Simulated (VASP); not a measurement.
Here is a VASP 6.6.1 calculation.

File POSCAR:

```
BeGa
1.0
    2.8214750000      0.0000000000      0.0000000000
    0.0000000000      2.8214750000      0.0000000000
    0.0000000000      0.0000000000      2.8214750000
Ga Be
1 1
Direct
    0.5000000000      0.5000000000      0.5000000000
    0.0000000000      0.0000000000      0.0000000000
```

Contents of INCAR.step1:

```
SYSTEM = BeGa
PREC = Accurate ; ENCUT = 660
ISMEAR = -1 ; SIGMA = 0.1
LREAL = .False. ; LASPH = .True.
NELM = 120 ; NBANDS = 14
GGA = PE ; ALGO = Normal
EDIFF = 1E-5 ; LWAVE = .True.
LCHARG = .False. ; GGA_COMPAT = .False.
```

Contents of INCAR.step2:

```
SYSTEM = BeGa
PREC = Accurate ; ENCUT = 660
EDIFF = 1E-6 ; ISMEAR = -1
SIGMA = 0.1 ; LREAL = .False.
LASPH = .True. ; NELM = 120
ALGO = Normal ; ISIF = 2
LWAVE = .False. ; LCHARG = .False.
METAGGA = R2SCAN ; LMIXTAU = .True.
NBANDS = 14 ; ISTART = 1
GGA_COMPAT = .False.
```

KPOINTS

```
regular mesh
0
Gamma
  6 6 6
  0 0 0
```

Potentials or basis: VASP PAW PBE potentials, release 64 (Ga_d, Be).

The run is started by

```bash
$ cat potpaw_PBE.64/Ga_d/POTCAR potpaw_PBE.64/Be/POTCAR > POTCAR
$ cp INCAR.step1 INCAR
$ mpirun -np 1 vasp_std > vasp.out
$ cp INCAR.step2 INCAR
$ mpirun -np 1 vasp_std > vasp.out
```

**Question.** What does it give for the pressure?

**Answer.** 14.4 GPa.

**Question.** Estimate the band gap on the k mesh.

**Answer.** Zero (an odd number of electrons rules out a gap without spin polarisation).

Caveat: the k points lie up to 0.37 Å⁻¹ apart, too coarse for converged energies and pressures of a metal; the PAW data sets were made with another functional, which shifts forces and pressure a little.
